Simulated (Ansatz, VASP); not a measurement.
**Two plane-wave programs on C**

```
C
1.0
     0.00000    1.87582    1.59445
     1.87582    0.00000    1.59445
     1.87582    1.87582    0.00000
C
2
Direct
  0.50000 0.50000 0.50000
  0.75000 0.75000 0.75000
```

Alike in both runs: task single point; functional PBEsol; k mesh 12 × 12 × 12; occupations gaussian, width 0.05 eV; no spin polarisation.

|  | VASP | Ansatz |
| --- | --- | --- |
| version | VASP 6.6.1 | Ansatz 0.2.0 |
| potentials or method | VASP PAW PBE potentials, release 64 (C_h), cutoff 910 eV | scalar-relativistic, plane waves, PAW |
| valence electrons in the cell | 8 | 8 |

|  | VASP | Ansatz | Ansatz less VASP |
| --- | --- | --- | --- |
| gap on the k mesh at the Fermi level (eV) | 0.16 | 0.17 | +0.005 |
| least direct gap on the mesh (eV) | 3.14 | 3.14 | -0.002 |

VASP's potentials were made for PBE, not for PBEsol. The functional is the same, so the differences come from potentials, cutoffs and numerics.

Noted on VASP's run: the cutoff is short for stress, so the pressure is rough.
